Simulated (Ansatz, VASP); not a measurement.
# Two plane-wave programs on GdO

INCAR

```
PREC = Accurate
ENCUT = 520
EDIFF = 1E-7
ISMEAR = 0
SIGMA = 0.05
LREAL = False
LASPH = True
NELM = 150
ALGO = Normal
ISIF = 2
LWAVE = False
LCHARG = False
ISPIN = 2
MAGMOM = 7.7 0.02
LORBIT = 11
LMAXMIX = 6
LDAU = True
LDAUTYPE = 2
LDAUL = 3 -1
LDAUU = 6 0
LDAUJ = 0 0
LDAUPRINT = 1
GGA = PE
NBANDS = 23
```

Contents of KPOINTS:

```
regular mesh
0
Gamma
  10 10 10
```

Contents of POSCAR:

```
GdO
1.0
    0.0000000000      2.6480239059      2.6480239059
    2.6480239059      0.0000000000      2.6480239059
    2.6480239059      2.6480239059      0.0000000000
Gd O
1 1
Direct
    0.0000000000      0.0000000000      0.0000000000
    0.2500000000      0.2500000000      0.2500000000
```

Input for Ansatz:

```yaml
crystal:
  lattice:
    - [0.0, 2.6480239059, 2.6480239059]
    - [2.6480239059, 0.0, 2.6480239059]
    - [2.6480239059, 2.6480239059, 0.0]
  atoms:
    - { symbol: Gd, position: [0.0, 0.0, 0.0], spin: 7.7 }
    - { symbol: O, position: [0.25, 0.25, 0.25] }
basis:
  ecutwfc: 420
  ecutrho_ratio: 4
kpoints:
  mp_grid: { grid: [10, 10, 10] }
hamiltonian:
  xc: pbe
  hubbard:
    sites:
      - { species: Gd, l: f, u_eff: 6.0, starting_ns: start.occupation_matrices }
    ns_hold: { iters: 6 }
scf:
  occupations: { method: gaussian, width: 0.05 }
  lower_state_search: "off"
output:
  forces: true
  stress: true
  eigenvalues: true
  populations: true
  hubbard: { sites: [{ species: Gd, l: f }] }
magnetization:
  spin_polarized: true
```

Alike in both runs: task single point; functional PBE; k mesh 10 × 10 × 10; occupations gaussian, width 0.05 eV; collinear spin; Hubbard terms Gd f U = 6.0 eV.

|  | VASP | Ansatz |
| --- | --- | --- |
| version | VASP 6.6.1 | Ansatz 0.2.0 |
| potentials or method | VASP PAW PBE potentials, release 64 (Gd, O), cutoff 520 eV | scalar-relativistic, plane waves, PAW |
| valence electrons in the cell | 24 | 24 |

|  | VASP | Ansatz | Ansatz less VASP |
| --- | --- | --- | --- |
| gap on the k mesh at the Fermi level (eV) | none | none | - |
| pressure (GPa) | 6.5 | 6.4 | -0.07 |
| net moment per atom (μB) | 3.97 | 3.97 | -0.002 |
| size of the moment on the site where the two differ most (μB) | 7.08 | 7.00 | -0.080 |

Site moments also hang on the region over which each program counts them. The programs project onto different local orbitals, so the same U acts differently, and such runs can settle in different states. A gap of «none» marks a metal or a gap that the smearing closes. Ansatz's warnings: filled band counts differ across k points.

Spin-orbit coupling is off throughout.
